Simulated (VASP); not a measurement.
# TiAl3Ni2 (P4/mmm) in VASP: single point with PBE

Aim: the single point of TiAl3Ni2 with PBE.

All numbers are computed with VASP 6.6.1; they aren't measurements. Logs are shortened: lines on timing, memory, paths and dates and some standing lists are left out, and cuts for length are marked.

## 1. The cell of the first run

It takes space group P4/mmm (No. 123, tetragonal). Conventional cell: a = 2.881 Å, b = 2.881 Å, c = 9.734 Å, α = 90.00°, β = 90.00°, γ = 90.00°. Within 3.7 Å of Ti (site symmetry 4/mmm) lie 8 Al at 2.83 Å and 4 Ti at 2.88 Å and 2 Ni at 3.42 Å. Al (site symmetry 4/mmm) has 8 Ni at 2.50 Å and 6 Al at 2.88 to 2.90 Å within 3.3 Å. Within 3.3 Å of Al (site symmetry 4mm) lie 4 Ni at 2.50 Å and 4 Ti at 2.83 Å and 5 Al at 2.88 to 2.90 Å. Ni (site symmetry 4mm) has 8 Al at 2.50 Å and 5 Ni at 2.88 to 2.89 Å and 1 Ti at 3.42 Å within 3.5 Å.

## 2. Single point, PBE

File POSCAR:

```
TiAl3Ni2
1.0
    2.8810024152      0.0000000000      0.0000000000
    0.0000000000      2.8810024152      0.0000000000
    0.0000000000      0.0000000000      9.7342702626
Ti Al Ni
1 3 2
Direct
    0.5000000000      0.5000000000      0.5000000000
    0.0000000000      0.0000000000      0.0000000000
    0.0000000000      0.0000000000      0.2981257485
    0.0000000000      0.0000000000      0.7018742515
    0.5000000000      0.5000000000      0.1485582524
    0.5000000000      0.5000000000      0.8514417476
```

File INCAR.step1:

```
SYSTEM = TiAl3Ni2
  PREC = Accurate
  ENCUT = 520
  EDIFF = 1E-6
  ISMEAR = 0
  SIGMA = 0.1
  LREAL = .False.
  LASPH = .True.
  NELM = 60
  ALGO = Fast
  ISIF = 2
  LWAVE = .False.
  LCHARG = .True.
  LMAXMIX = 4
  GGA = PE
  NBANDS = 30
```

File KPOINTS.step1:

```
regular mesh
0
Gamma
  14 14 4
  0 0 0
```

File INCAR.step2:

```
SYSTEM = TiAl3Ni2
  PREC = Accurate
  ENCUT = 520
  EDIFF = 1E-6
  ISMEAR = -5
  SIGMA = 0.1
  LREAL = .False.
  LASPH = .True.
  NELM = 60
  ALGO = Fast
  ISIF = 2
  LWAVE = .False.
  LCHARG = .False.
  LMAXMIX = 4
  GGA = PE
  LORBIT = 10
  NBANDS = 30
  NEDOS = 2001
  ICHARG = 11
```

File KPOINTS.step2:

```
regular mesh
0
Gamma
  21 21 6
  0 0 0
```

Potentials or basis: VASP PAW PBE potentials, release 64 (Ti_sv, Al, Ni).

The run is started by

```bash
> cat potpaw_PBE.64/Ti_sv/POTCAR potpaw_PBE.64/Al/POTCAR potpaw_PBE.64/Ni/POTCAR > POTCAR
> cp INCAR.step1 INCAR
> cp KPOINTS.step1 KPOINTS
> mpirun -np 1 vasp_std > vasp.out
> cp INCAR.step2 INCAR
> cp KPOINTS.step2 KPOINTS
> mpirun -np 1 vasp_std > vasp.out
```

OUTCAR:

```text
SYSTEM = TiAl3Ni2
   PREC = Accurate
   ENCUT = 520
   EDIFF = 1E-6
   ISMEAR = -5
   LREAL = .False.
   LASPH = .True.
   NELM = 60
   ISIF = 2
   GGA = PE
   LORBIT = 10
   ICHARG = 11

 ion  position               nearest neighbor table
   1  0.500  0.500  0.500-   3 2.83   4 2.83   3 2.83   4 2.83   3 2.83   4 2.83   3 2.83   4 2.83

   2  0.000  0.000  0.000-   5 2.50   6 2.50   5 2.50   6 2.50   5 2.50   6 2.50   5 2.50   6 2.50
                             3 2.90   4 2.90
   3  0.000  0.000  0.298-   5 2.50   5 2.50   5 2.50   5 2.50   1 2.83   1 2.83   1 2.83   1 2.83
                             2 2.90
   4  0.000  0.000  0.702-   6 2.50   6 2.50   6 2.50   6 2.50   1 2.83   1 2.83   1 2.83   1 2.83
                             2 2.90
   5  0.500  0.500  0.149-   2 2.50   2 2.50   2 2.50   2 2.50   3 2.50   3 2.50   3 2.50   3 2.50
                             6 2.89
   6  0.500  0.500  0.851-   2 2.50   2 2.50   2 2.50   2 2.50   4 2.50   4 2.50   4 2.50   4 2.50
                             5 2.89

  LATTYP: Found a simple tetragonal cell.
 ALAT       =     2.8810024152
 C/A-ratio  =     3.3787789317

  Lattice vectors:

 A1 = (   2.8810024152,   0.0000000000,   0.0000000000)
 A2 = (   0.0000000000,   2.8810024152,   0.0000000000)
 A3 = (   0.0000000000,   0.0000000000,   9.7342702626)

Analysis of symmetry for initial positions (statically):
=====================================================================
 Subroutine PRICEL returns:
 Original cell was already a primitive cell.

 Routine SETGRP: Setting up the symmetry group for a
 simple tetragonal supercell.

 Subroutine GETGRP returns: Found 16 space group operations
 (whereof 16 operations were pure point group operations)
 out of a pool of 16 trial point group operations.

The static configuration has the point symmetry D_4h.

Analysis of symmetry for dynamics (positions and initial velocities):
=====================================================================
 Subroutine PRICEL returns:
 Original cell was already a primitive cell.

 Routine SETGRP: Setting up the symmetry group for a
 simple tetragonal supercell.

 Subroutine GETGRP returns: Found 16 space group operations
 (whereof 16 operations were pure point group operations)
 out of a pool of 16 trial point group operations.

The dynamic configuration has the point symmetry D_4h.

 Subroutine INISYM returns: Found 16 space group operations
 (whereof 16 operations are pure point group operations),
 and found     1 'primitive' translations

----------------------------------------------------------------------------------------

                                     Primitive cell

  volume of cell :      80.7961

  direct lattice vectors                    reciprocal lattice vectors
     2.881002415  0.000000000  0.000000000     0.347101410  0.000000000  0.000000000
     0.000000000  2.881002415  0.000000000     0.000000000  0.347101410  0.000000000
     0.000000000  0.000000000  9.734270263     0.000000000  0.000000000  0.102729837

  length of vectors
     2.881002415  2.881002415  9.734270263     0.347101410  0.347101410  0.102729837

  position of ions in fractional coordinates (direct lattice)
     0.500000000  0.500000000  0.500000000
     0.000000000  0.000000000  0.000000000
     0.000000000  0.000000000  0.298125748
     0.000000000  0.000000000  0.701874252
     0.500000000  0.500000000  0.148558252
     0.500000000  0.500000000  0.851441748

  ion indices of the primitive-cell ions
   primitive index   ion index
                 1           1
                 2           2
                 3           3
                 4           4
                 5           5
                 6           6

----------------------------------------------------------------------------------------

 KPOINTS: regular mesh

Automatic generation of k-mesh.
 Grid dimensions read from file:
 generate k-points for:   21   21    6

 Generating k-lattice:

  Cartesian coordinates                     Fractional coordinates (reciprocal lattice)
     0.016528639  0.000000000  0.000000000     0.047619048  0.000000000  0.000000000
     0.000000000  0.016528639  0.000000000     0.000000000  0.047619048  0.000000000
     0.000000000  0.000000000  0.017121640     0.000000000  0.000000000  0.166666667

  Length of vectors
     0.016528639  0.016528639  0.017121640

  Shift w.r.t. Gamma in fractional coordinates (k-lattice)
     0.000000000  0.000000000  0.000000000

 TETIRR: Found   3963 inequivalent tetrahedra from    15876

 Subroutine IBZKPT returns following result:
 ===========================================

 Found    264 irreducible k-points:

 Following reciprocal coordinates:
            Coordinates               Weight
  0.000000  0.000000  0.000000      1.000000
  0.047619  0.000000  0.000000      4.000000
  0.095238  0.000000  0.000000      4.000000
  0.142857  0.000000  0.000000      4.000000
  0.190476  0.000000  0.000000      4.000000
  0.238095  0.000000  0.000000      4.000000
[... 16 lines left out ...]
  0.142857  0.095238  0.000000      8.000000
  0.190476  0.095238  0.000000      8.000000
 [... further k-points ...]
   k-points           NKPTS =    264   k-points in BZ     NKDIM =    264   number of bands    NBANDS=     30
   number of dos      NEDOS =   2001   number of ions     NIONS =      6
   total plane-waves  NPLWV =  41472
   dimension x,y,z NGX =    24 NGY =   24 NGZ =   72
   dimension x,y,z NGXF=    48 NGYF=   48 NGZF=  144
   ions per type =               1   3   2
   NGX,Y,Z   is equivalent  to a cutoff of  13.85, 13.85, 12.30 a.u.
   NGXF,Y,Z  is equivalent  to a cutoff of  27.70, 27.70, 24.59 a.u.
 SYSTEM =  TiAl3Ni2
   PREC   = accura    normal or accurate (medium, high low for compatibility)
   ISTART =      0    job   : 0-new  1-cont  2-samecut
   ICHARG =     11    charge: 1-file 2-atom 10-const
   ISPIN  =      1    spin polarized calculation?
   LNONCOLLINEAR =      F non collinear calculations
   LSORBIT =      F    spin-orbit coupling
   LASPH  =      T    aspherical Exc in radial PAW
   ENCUT  =  520.0 eV  38.22 Ry    6.18 a.u.   5.36  5.36 18.10*2*pi/ulx,y,z
   NELM   =     60;   NELMIN=  2; NELMDL=  0     # of ELM steps
   EDIFF  = 0.1E-05   stopping-criterion for ELM
   LREAL  =      F    real-space projection
   EDIFFG = 0.1E-04   stopping-criterion for IOM
   NSW    =      0    number of steps for IOM
   IBRION =     -1    ionic relax: 0-MD 1-quasi-New 2-CG
   NFREE  =      0    steps in history (QN), initial steepest desc. (CG)
   ISIF   =      2    stress and relaxation
   ISYM   =      2    0-nonsym 1-usesym 2-fastsym
   POTIM  = 0.5000    time-step for ionic-motion
   TEBEG  =    0.0;   TEEND  =   0.0 temperature during run
   PSTRESS=    0.0 pullay stress
   NELECT =      41.0000    total number of electrons
   NUPDOWN=      -1.0000    fix difference up-down
   EMIN   =  10.00;   EMAX   =-10.00  energy-range for DOS
   EFERMI =   0.00;   METHOD = LEGACY
   ISMEAR =    -5;   SIGMA  =   0.10  broadening in eV -4-tet -1-fermi 0-gaus
   EFERMI_NEDOS =   21; number of points for ismear=-14 and -15
   IALGO  =     68    algorithm
   IMIX   =      4    mixing-type and parameters
     AMIX     =   0.40;   BMIX     =  1.00
     AMIX_MAG =   1.60;   BMIX_MAG =  1.00
  volume/ion in A,a.u.               =      13.47        90.87
  Fermi-wavevector in a.u.,A,eV,Ry     =   1.305788  2.467581 23.199042  1.705081
  Thomas-Fermi vector in A             =   2.436633
   LORBIT       =     10    0 simple, 1 ext, 2 COOP (PROOUT), +10 PAW based schemes
   GGA     = PE    functional components
   LHFCALC =     F    Hartree Fock is set to
   AEXX    =    0.0000 exact exchange contribution
   IVDW    =     0    specifies the selected vdW correction
   LEPSILON=     F    determine dielectric tensor
   LRPA    =     F    only Hartree local field effects (RPA)
 non-spin polarized calculation
 RMM-DIIS sequential band-by-band and
 Fermi weights with tetrahedron method with Bloechl corrections
  energy-cutoff  :      520.00
  volume of cell :       80.80
 maximum number of plane-waves:      2202
 NGX is ok and might be reduce to    24

 number of electron      41.0000027 magnetization

 Free energy of the ion-electron system (eV)
  ---------------------------------------------------
  ext. energy  EPLUGINS =         0.00000000
  ---------------------------------------------------
  free energy    TOTEN  =       -33.51320653 eV

  energy without entropy =      -33.51320653  energy(sigma->0) =      -33.51320653

 E-fermi :   9.2218     XC(G=0): -11.6118

 val. band max:        9.2990233810   @ k =   0.1429   0.0952   0.5000
 cond. band min:       9.2052243090   @ k =   0.3810   0.0952   0.0000
 fundamental gap:     -0.0937990720
 Fermi energy:         9.2218004385

 k-point     1 :       0.0000    0.0000    0.0000
  band No.  band energies     occupation
      1     -47.4084      2.00000
      2     -23.8287      2.00000
      3     -23.3978      2.00000
      4     -23.3978      2.00000
      5      -1.3826      2.00000
      6       0.1677      2.00000
[... 22 lines left out ...]
     29      17.2063      0.00000
     30      17.2392      0.00000

 k-point     2 :       0.0476    0.0000    0.0000
  band No.  band energies     occupation
      1     -47.4073      2.00000
      2     -23.8276      2.00000
      3     -23.4069      2.00000
      4     -23.3971      2.00000
      5      -1.3409      2.00000
      6       0.2066      2.00000
[... 22 lines left out ...]
     29      16.8819      0.00000
     30      17.1712      0.00000

 k-point     3 :       0.0952    0.0000    0.0000
  band No.  band energies     occupation
      1     -47.4044      2.00000
      2     -23.8244      2.00000
      3     -23.4331      2.00000
      4     -23.3948      2.00000
      5      -1.2159      2.00000
      6       0.3229      2.00000
[... 682 lines left out ...]
     29      15.2726      0.00000
     30      15.9660      0.00000

 k-point    24 :       0.1905    0.0952    0.0000
  band No.  band energies     occupation
      1     -47.3899      2.00000
      2     -23.8087      2.00000
      3     -23.5224      2.00000
      4     -23.4213      2.00000
      5      -0.5574      2.00000
      6       0.9333      2.00000
[... 22 lines left out ...]
     29      14.6021      0.00000
     30      16.1592      0.00000

 [... further k-points ...]
[... 5 lines left out ...]
  --------------------------------------------------------------------------------------
  -------------------------------------------------------------------------------------
  Total       -0.1994649     -0.1994649     -0.1053902      0.0000000      0.0000000      0.0000000
  in kB       -3.9553642     -3.9553642     -2.0898743      0.0000000      0.0000000      0.0000000
  external PRESSURE =      -3.3335342 kB  Pullay stress =       0.0000000 kB

 VOLUME and BASIS-vectors are now :
 -----------------------------------------------------------------------------
  energy-cutoff  :      520.00
  volume of cell :       80.80
      direct lattice vectors                 reciprocal lattice vectors
     2.881002415  0.000000000  0.000000000     0.347101410  0.000000000  0.000000000
     0.000000000  2.881002415  0.000000000     0.000000000  0.347101410  0.000000000
     0.000000000  0.000000000  9.734270263     0.000000000  0.000000000  0.102729837

 POSITION                                       TOTAL-FORCE (eV/Angst)
 -----------------------------------------------------------------------------------
      1.44050      1.44050      4.86714        -0.000000      0.000000     -0.000000
      0.00000      0.00000      0.00000        -0.000000      0.000000     -0.000000
      0.00000      0.00000      2.90204        -0.000000      0.000000      0.030769
      0.00000      0.00000      6.83223         0.000000      0.000000     -0.030769
      1.44050      1.44050      1.44611        -0.000000     -0.000000      0.011292
      1.44050      1.44050      8.28816        -0.000000     -0.000000     -0.011292
 -----------------------------------------------------------------------------------
    total drift:                                0.000000     -0.000000      0.000000

  FREE ENERGIE OF THE ION-ELECTRON SYSTEM (eV)
  ---------------------------------------------------
  free  energy   TOTEN  =       -33.5132065258 eV

  energy  without entropy=      -33.5132065258  energy(sigma->0) =      -33.51320653

 total charge

# of ion       s       p       d       tot
------------------------------------------
    1        2.201   6.112   1.962  10.274
    2        0.384   0.409   0.000   0.794
    3        0.401   0.410   0.000   0.810
    4        0.401   0.410   0.000   0.810
    5        0.470   0.507   8.466   9.443
    6        0.470   0.507   8.466   9.443
--------------------------------------------------
tot          4.327   8.354  18.894  31.575
```

It took 8.1 min on 1 thread of Intel Xeon 6975P-C (Granite Rapids), shared host; peak memory 0.65 GiB.

Results:

```yaml
Valence_electrons_inside_the_program's_atomic_spheres: Ti 10.27; Al 0.79, 0.81 (each value once); Ni 9.44
```

Caveat: tetrahedron occupations give inexact forces and stress in metals. Spin polarisation is off, so any magnetic state and its effect on volume and gap are missing.
